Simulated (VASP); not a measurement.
# SrO (P6_3/mmc) in VASP: settings compared

SrO is run at these levels: PBE, r2SCAN; tasks: single point.

Everything below comes from runs of VASP 6.6.1. Logs are shortened: lines on timing, memory, paths and dates and some standing lists are left out, and cuts for length are marked.

**1. The cell of the first run**

The structure is hexagonal, space group P6_3/mmc (No. 194). Conventional cell: a = 4.270 Å, b = 4.270 Å, c = 5.144 Å, α = 90.00°, β = 90.00°, γ = 120.00°. Sr (site symmetry -6m2) has 5 O at 2.47 to 2.57 Å within 3.3 Å. O (site symmetry -6m2) has 5 Sr at 2.47 to 2.57 Å within 3.3 Å.

**2. Single point, PBE**

INCAR

```
SYSTEM = SrO
  PREC = Accurate
  ENCUT = 520
  EDIFF = 1E-6
  ISMEAR = 0
  SIGMA = 0.01
  LREAL = .FALSE.
  LASPH = .TRUE.
  NELM = 100
  ALGO = Normal
  ISIF = 2
  LWAVE = .FALSE.
  LCHARG = .FALSE.
  GGA = PE
  NBANDS = 24
```

KPOINTS

```
regular mesh
0
G
  12 12 6
  0 0 0
```

POSCAR

```
SrO
1.0
    4.2700309401      0.0000000000      0.0000000000
   -2.1350154700      3.6979552691      0.0000000000
    0.0000000000      0.0000000000      5.1444468298
Sr O
2 2
Direct
    0.3333333333      0.6666666667     -0.0625000000
    0.6666666667      0.3333333333      0.4375000000
    0.3333333333      0.6666666667      0.4375000000
    0.6666666667      0.3333333333      0.9375000000
```

Potentials or basis: VASP PAW PBE potentials, release 64 (Sr_sv, O).

On the command line:

```console
> cat potpaw_PBE.64/Sr_sv/POTCAR potpaw_PBE.64/O/POTCAR > POTCAR
> mpirun -np 1 vasp_std > vasp.out
```

OUTCAR:

```text
SYSTEM = SrO
   PREC = Accurate
   ENCUT = 520
   EDIFF = 1E-6
   ISMEAR = 0
   LREAL = .FALSE.
   LASPH = .TRUE.
   NELM = 100
   ISIF = 2
   GGA = PE

 ion  position               nearest neighbor table
   1  0.333  0.667  0.938-   4 2.47   4 2.47   4 2.47   3 2.57   3 2.57   2 3.56   2 3.56   2 3.56
                             2 3.56   2 3.56   2 3.56
   2  0.667  0.333  0.438-   3 2.47   3 2.47   3 2.47   4 2.57   4 2.57   1 3.56   1 3.56   1 3.56
                             1 3.56   1 3.56   1 3.56
   3  0.333  0.667  0.438-   2 2.47   2 2.47   2 2.47   1 2.57   1 2.57
   4  0.667  0.333  0.938-   1 2.47   1 2.47   1 2.47   2 2.57   2 2.57

  LATTYP: Found a hexagonal cell.
 ALAT       =     4.2700309401
 C/A-ratio  =     1.2047797550

  Lattice vectors:

 A1 = (   4.2700309401,   0.0000000000,   0.0000000000)
 A2 = (  -2.1350154700,   3.6979552691,   0.0000000000)
 A3 = (   0.0000000000,   0.0000000000,   5.1444468298)

Analysis of symmetry for initial positions (statically):
=====================================================================
 Subroutine PRICEL returns:
 Original cell was already a primitive cell.

 Routine SETGRP: Setting up the symmetry group for a
 hexagonal supercell.

 Subroutine GETGRP returns: Found 24 space group operations
 (whereof  6 operations were pure point group operations)
 out of a pool of 24 trial point group operations.

The static configuration has the point symmetry C_3v.
 The point group associated with its full space group is D_6h.

Analysis of symmetry for dynamics (positions and initial velocities):
=====================================================================
 Subroutine PRICEL returns:
 Original cell was already a primitive cell.

 Routine SETGRP: Setting up the symmetry group for a
 hexagonal supercell.

 Subroutine GETGRP returns: Found 24 space group operations
 (whereof  6 operations were pure point group operations)
 out of a pool of 24 trial point group operations.

The dynamic configuration has the point symmetry C_3v.
 The point group associated with its full space group is D_6h.

 Subroutine INISYM returns: Found 24 space group operations
 (whereof  6 operations are pure point group operations),
 and found     1 'primitive' translations

----------------------------------------------------------------------------------------

                                     Primitive cell

  volume of cell :      81.2328

  direct lattice vectors                    reciprocal lattice vectors
     4.270030940  0.000000000  0.000000000     0.234190341  0.135209856  0.000000000
    -2.135015470  3.697955269  0.000000000     0.000000000  0.270419712  0.000000000
     0.000000000  0.000000000  5.144446830     0.000000000  0.000000000  0.194384359

  length of vectors
     4.270030940  4.270030940  5.144446830     0.270419712  0.270419712  0.194384359

  position of ions in fractional coordinates (direct lattice)
     0.333333333  0.666666667  0.937500000
     0.666666667  0.333333333  0.437500000
     0.333333333  0.666666667  0.437500000
     0.666666667  0.333333333  0.937500000

  ion indices of the primitive-cell ions
   primitive index   ion index
                 1           1
                 2           2
                 3           3
                 4           4

----------------------------------------------------------------------------------------

 KPOINTS: regular mesh

Automatic generation of k-mesh.
 Grid dimensions read from file:
 generate k-points for:   12   12    6

 Generating k-lattice:

  Cartesian coordinates                     Fractional coordinates (reciprocal lattice)
     0.019515862  0.011267488  0.000000000     0.083333333 -0.000000000  0.000000000
     0.000000000  0.022534976  0.000000000     0.000000000  0.083333333  0.000000000
     0.000000000  0.000000000  0.032397393     0.000000000  0.000000000  0.166666667

  Length of vectors
     0.022534976  0.022534976  0.032397393

  Shift w.r.t. Gamma in fractional coordinates (k-lattice)
     0.000000000  0.000000000  0.000000000

 Subroutine IBZKPT returns following result:
 ===========================================

 Found     76 irreducible k-points:

 Following reciprocal coordinates:
            Coordinates               Weight
  0.000000  0.000000  0.000000      1.000000
  0.083333  0.000000  0.000000      6.000000
  0.166667  0.000000  0.000000      6.000000
  0.250000  0.000000  0.000000      6.000000
  0.333333  0.000000  0.000000      6.000000
  0.416667  0.000000  0.000000      6.000000
[... 16 lines left out ...]
  0.250000  0.000000  0.166667     12.000000
  0.333333  0.000000  0.166667     12.000000
 [... further k-points ...]
   k-points           NKPTS =     76   k-points in BZ     NKDIM =     76   number of bands    NBANDS=     24
   number of dos      NEDOS =    301   number of ions     NIONS =      4
   total plane-waves  NPLWV =  40960
   dimension x,y,z NGX =    32 NGY =   32 NGZ =   40
   dimension x,y,z NGXF=    64 NGYF=   64 NGZF=   80
   ions per type =               2   2
   NGX,Y,Z   is equivalent  to a cutoff of  12.46, 12.46, 12.93 a.u.
   NGXF,Y,Z  is equivalent  to a cutoff of  24.92, 24.92, 25.85 a.u.
 SYSTEM =  SrO
   PREC   = accura    normal or accurate (medium, high low for compatibility)
   ISTART =      0    job   : 0-new  1-cont  2-samecut
   ICHARG =      2    charge: 1-file 2-atom 10-const
   ISPIN  =      1    spin polarized calculation?
   LNONCOLLINEAR =      F non collinear calculations
   LSORBIT =      F    spin-orbit coupling
   LASPH  =      T    aspherical Exc in radial PAW
   ENCUT  =  520.0 eV  38.22 Ry    6.18 a.u.   7.94  7.94  9.57*2*pi/ulx,y,z
   NELM   =    100;   NELMIN=  2; NELMDL= -5     # of ELM steps
   EDIFF  = 0.1E-05   stopping-criterion for ELM
   LREAL  =      F    real-space projection
   EDIFFG = 0.1E-04   stopping-criterion for IOM
   NSW    =      0    number of steps for IOM
   IBRION =     -1    ionic relax: 0-MD 1-quasi-New 2-CG
   NFREE  =      0    steps in history (QN), initial steepest desc. (CG)
   ISIF   =      2    stress and relaxation
   ISYM   =      2    0-nonsym 1-usesym 2-fastsym
   POTIM  = 0.5000    time-step for ionic-motion
   TEBEG  =    0.0;   TEEND  =   0.0 temperature during run
   PSTRESS=    0.0 pullay stress
   NELECT =      32.0000    total number of electrons
   NUPDOWN=      -1.0000    fix difference up-down
   EMIN   =  10.00;   EMAX   =-10.00  energy-range for DOS
   EFERMI =   0.00;   METHOD = LEGACY
   ISMEAR =     0;   SIGMA  =   0.01  broadening in eV -4-tet -1-fermi 0-gaus
   EFERMI_NEDOS =   21; number of points for ismear=-14 and -15
   IALGO  =     38    algorithm
   IMIX   =      4    mixing-type and parameters
     AMIX     =   0.40;   BMIX     =  1.00
     AMIX_MAG =   1.60;   BMIX_MAG =  1.00
  volume/ion in A,a.u.               =      20.31       137.05
  Fermi-wavevector in a.u.,A,eV,Ry     =   1.200092  2.267844 19.595378  1.440220
  Thomas-Fermi vector in A             =   2.335937
   LORBIT       =      0    0 simple, 1 ext, 2 COOP (PROOUT), +10 PAW based schemes
   GGA     = PE    functional components
   LHFCALC =     F    Hartree Fock is set to
   AEXX    =    0.0000 exact exchange contribution
   IVDW    =     0    specifies the selected vdW correction
   LEPSILON=     F    determine dielectric tensor
   LRPA    =     F    only Hartree local field effects (RPA)
 non-spin polarized calculation
 Gauss-broadening in eV      SIGMA  =   0.01
  energy-cutoff  :      520.00
  volume of cell :       81.23
 maximum number of plane-waves:      2208
 NGX is ok and might be reduce to    32
   NGX = 15   NGY = 15   NGZ = 19

 number of electron      32.0000008 magnetization

 Free energy of the ion-electron system (eV)
  ---------------------------------------------------
  ext. energy  EPLUGINS =         0.00000000
  ---------------------------------------------------
  free energy    TOTEN  =       -23.89493074 eV

  energy without entropy =      -23.89493074  energy(sigma->0) =      -23.89493074

 E-fermi :   0.8959     XC(G=0):  -8.9595

 val. band max:        0.7837722376   @ k =   0.0000   0.0000   0.0000
 cond. band min:       3.4228199574   @ k =   0.0000   0.0000   0.0000
 fundamental gap:      2.6390477199
 Fermi energy:         0.8959291852

 k-point     1 :       0.0000    0.0000    0.0000
  band No.  band energies     occupation
      1     -31.6215      2.00000
      2     -31.4529      2.00000
      3     -14.2567      2.00000
      4     -14.2547      2.00000
      5     -14.1596      2.00000
      6     -13.7618      2.00000
[... 16 lines left out ...]
     23       9.3584      0.00000
     24       9.6567      0.00000

 k-point     2 :       0.0833    0.0000    0.0000
  band No.  band energies     occupation
      1     -31.6177      2.00000
      2     -31.4542      2.00000
      3     -14.4390      2.00000
      4     -14.3907      2.00000
      5     -14.1455      2.00000
      6     -13.7720      2.00000
[... 16 lines left out ...]
     23       9.2262      0.00000
     24       9.3360      0.00000

 k-point     3 :       0.1667    0.0000    0.0000
  band No.  band energies     occupation
      1     -31.6071      2.00000
      2     -31.4583      2.00000
      3     -14.7260      2.00000
      4     -14.6480      2.00000
      5     -14.1045      2.00000
      6     -13.7989      2.00000
[... 16 lines left out ...]
     23       9.2540      0.00000
     24       9.2678      0.00000

 k-point     4 :       0.2500    0.0000    0.0000
  band No.  band energies     occupation
      1     -31.5912      2.00000
      2     -31.4654      2.00000
      3     -14.9849      2.00000
      4     -14.8975      2.00000
      5     -14.0411      2.00000
      6     -13.8334      2.00000
[... 16 lines left out ...]
     23       9.1561      0.00000
     24       9.5085      0.00000

 k-point     5 :       0.3333    0.0000    0.0000
  band No.  band energies     occupation
      1     -31.5725      2.00000
      2     -31.4751      2.00000
      3     -15.1844      2.00000
      4     -15.0947      2.00000
      5     -13.9635      2.00000
      6     -13.8660      2.00000
[... 16 lines left out ...]
     23       9.0850      0.00000
     24       9.5232      0.00000

 k-point     6 :       0.4167    0.0000    0.0000
  band No.  band energies     occupation
      1     -31.5553      2.00000
      2     -31.4857      2.00000
      3     -15.3096      2.00000
      4     -15.2195      2.00000
      5     -13.8889      2.00000
      6     -13.8879      2.00000
[... 16 lines left out ...]
     23       9.4288      0.00000
     24       9.4915      0.00000
[... 379 lines left out ...]
 k-point    21 :       0.0833    0.0000    0.1667
  band No.  band energies     occupation
      1     -31.6066      2.00000
      2     -31.4650      2.00000
      3     -14.7613      2.00000
      4     -14.5896      2.00000
      5     -13.8366      2.00000
      6     -13.7513      2.00000
[... 16 lines left out ...]
     23       9.3985      0.00000
     24       9.5087      0.00000

 k-point    22 :       0.1667    0.0000    0.1667
  band No.  band energies     occupation
      1     -31.5969      2.00000
      2     -31.4681      2.00000
      3     -14.9425      2.00000
      4     -14.8076      2.00000
      5     -13.8757      2.00000
      6     -13.7764      2.00000
[... 16 lines left out ...]
     23       9.3259      0.00000
     24       9.6563      0.00000

 k-point    23 :       0.2500    0.0000    0.1667
  band No.  band energies     occupation
      1     -31.5824      2.00000
      2     -31.4735      2.00000
      3     -15.1451      2.00000
      4     -15.0354      2.00000
      5     -13.8543      2.00000
      6     -13.8089      2.00000
[... 16 lines left out ...]
     23       9.4034      0.00000
     24       9.8630      0.00000

 k-point    24 :       0.3333    0.0000    0.1667
  band No.  band energies     occupation
      1     -31.5656      2.00000
      2     -31.4812      2.00000
      3     -15.3154      2.00000
      4     -15.2215      2.00000
      5     -13.8396      2.00000
      6     -13.8032      2.00000
[... 16 lines left out ...]
     23       9.5522      0.00000
     24       9.6814      0.00000

 [... further k-points ...]

------------------------ aborting loop because EDIFF is reached ----------------------------------------

  FORCE on cell =-STRESS in cart. coord.  units (eV):
  Direction    XX          YY          ZZ          XY          YZ          ZX
  --------------------------------------------------------------------------------------
  -------------------------------------------------------------------------------------
  Total        0.7935858      0.7935858      1.0214696      0.0000000     -0.0000000     -0.0000000
  in kB       15.6521187     15.6521187     20.1467345      0.0000000     -0.0000000     -0.0000000
  external PRESSURE =      17.1503240 kB  Pullay stress =       0.0000000 kB

 VOLUME and BASIS-vectors are now :
 -----------------------------------------------------------------------------
  energy-cutoff  :      520.00
  volume of cell :       81.23
      direct lattice vectors                 reciprocal lattice vectors
     4.270030940  0.000000000  0.000000000     0.234190341  0.135209856  0.000000000
    -2.135015470  3.697955269  0.000000000     0.000000000  0.270419712  0.000000000
     0.000000000  0.000000000  5.144446830     0.000000000  0.000000000  0.194384359

 POSITION                                       TOTAL-FORCE (eV/Angst)
 -----------------------------------------------------------------------------------
     -0.00000      2.46530      4.82292         0.000000     -0.000000      0.000000
      2.13502      1.23265      2.25070        -0.000000      0.000000     -0.000000
     -0.00000      2.46530      2.25070        -0.000000      0.000000      0.000000
      2.13502      1.23265      4.82292         0.000000     -0.000000      0.000000
 -----------------------------------------------------------------------------------
    total drift:                               -0.000000      0.000000      0.000000

  FREE ENERGIE OF THE ION-ELECTRON SYSTEM (eV)
  ---------------------------------------------------
  free  energy   TOTEN  =       -23.8949307351 eV

  energy  without entropy=      -23.8949307351  energy(sigma->0) =      -23.89493074
```

It took 1.8 min on 1 thread of Intel Xeon Platinum 8259CL at 2.50GHz (Skylake/Cascade Lake), shared host; peak memory 0.27 GiB.

Results:

```
Free energy            : -23.8949 eV
Pressure               : 1.7 GPa
Band gap on the k mesh : 2.64 eV, direct
```

Levels at points of the mesh, in eV from the valence-band top:
```
           k point  band 12  band 13  band 14  band 15  band 16  band 17  band 18  band 19  band 20  band 21
(0.00, 0.00, 0.00)    -1.06    -0.90    -0.90    -0.33     0.00     2.64     6.12     6.12     7.13     8.07
(0.50, 0.00, 0.00)    -0.86    -0.37    -0.36    -0.34    -0.27     4.29     4.83     5.06     7.16     8.06
(0.00, 0.00, 0.50)    -1.26    -1.10    -1.10    -1.10    -1.10     4.34     4.34     7.86     7.86     7.86
(0.50, 0.00, 0.50)    -1.64    -0.91    -0.91    -0.44    -0.44     4.93     4.93     7.39     7.39     8.13
```

**3. Single point, r2SCAN**

POSCAR is that of step 2.

INCAR.step1

```
ALGO     = Normal         # electronic algorithm
EDIFF    = 1E-4           # SCF threshold, eV
ENCUT    = 520            # plane-wave cutoff, eV
GGA      = PE             # functional
ISMEAR   = 0              # smearing method
LASPH    = True           # aspherical terms in the spheres
LCHARG   = False          # write CHGCAR
LREAL    = False          # projectors in reciprocal space
LWAVE    = True           # write WAVECAR
NBANDS   = 24             # bands
NELM     = 100            # most SCF steps
PREC     = Accurate       # precision mode
SIGMA    = 0.01           # smearing width, eV
```

INCAR.step2

```
ALGO     = Normal         # electronic algorithm
EDIFF    = 1E-6           # SCF threshold, eV
ENCUT    = 520            # plane-wave cutoff, eV
ISIF     = 2              # what is computed and relaxed
ISMEAR   = 0              # smearing method
ISTART   = 1            
LASPH    = True           # aspherical terms in the spheres
LCHARG   = False          # write CHGCAR
LMIXTAU  = True         
LREAL    = False          # projectors in reciprocal space
LWAVE    = False          # write WAVECAR
METAGGA  = R2SCAN         # meta-GGA
NBANDS   = 24             # bands
NELM     = 100            # most SCF steps
PREC     = Accurate       # precision mode
SIGMA    = 0.01           # smearing width, eV
```

KPOINTS

```
k-points
0
Gamma
  12 12 6
```

Potentials or basis: VASP PAW PBE potentials, release 64 (Sr_sv, O).

On the command line:

```console
> cat potpaw_PBE.64/Sr_sv/POTCAR potpaw_PBE.64/O/POTCAR > POTCAR
> cp INCAR.step1 INCAR
> mpirun -np 1 vasp_std > vasp.out
> cp INCAR.step2 INCAR
> mpirun -np 1 vasp_std > vasp.out
```

Wall time 6 min (1 thread of Intel Xeon Platinum 8259CL at 2.50GHz (Skylake/Cascade Lake), shared host); peak memory 0.29 GiB.

It converged, with:

```yaml
Free_energy: -53.7642 eV
Pressure: 0.5 GPa
Band_gap_on_the_k_mesh: 3.02 eV, direct
```

Levels at points of the mesh, in eV from the valence-band top:
| k point | band 13 | band 14 | band 15 | band 16 | band 17 | band 18 | band 19 | band 20 |
| --- | --- | --- | --- | --- | --- | --- | --- | --- |
| (0.00, 0.00, 0.00) | -0.89 | -0.89 | -0.32 | 0.00 | 3.02 | 6.73 | 6.73 | 7.70 |
| (0.50, 0.00, 0.00) | -0.36 | -0.35 | -0.33 | -0.27 | 4.63 | 5.26 | 5.62 | 7.85 |
| (0.00, 0.00, 0.50) | -1.09 | -1.09 | -1.09 | -1.09 | 4.72 | 4.72 | 8.49 | 8.49 |
| (0.50, 0.00, 0.50) | -0.90 | -0.90 | -0.43 | -0.43 | 5.29 | 5.29 | 8.00 | 8.00 |

Caveat: the PAW data sets were made with another functional, which shifts forces and pressure a little.
